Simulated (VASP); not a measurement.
La, 2 atoms in the cell. It takes space group P6_3/mmc (No. 194, hexagonal). The conventional cell has a = 3.527 Å, b = 3.527 Å, c = 5.809 Å, α = 90.00°, β = 90.00°, γ = 120.00°. Within 4.6 Å of La (site symmetry -6m2) lie 12 La at 3.53 to 3.55 Å. 

- Program: VASP 6.6.1
- Task: single point
- Functional: PBEsol
- Dispersion: D3(BJ)
- Potentials or basis: VASP PAW PBE potentials, release 64 (La)
- Cutoff: 520 eV
- k mesh: 8 × 8 × 5
- Occupations: fermi-dirac, width 0.05 eV
- Spin: no spin polarisation
- Dipole correction: no
- Further INCAR settings: ALGO = Normal; EDIFF = 1e-07; NBANDS = 18

Potentials or basis: VASP PAW PBE potentials, release 64 (La).

Run with:

```sh
$ cat potpaw_PBE.64/La/POTCAR > POTCAR
$ mpirun -np 1 vasp_std > vasp.out
```

Hardware: 1 thread of AMD EPYC 9R45 96-Core Processor (Zen 5) (shared host).

Task: Estimate the wall time of this run.

Result: Wall time 30 s on 1 thread of AMD EPYC 9R45 96-Core Processor (Zen 5), on a shared host, peak memory 0.18 GiB. Counts: scf iterations 16, k points 30.
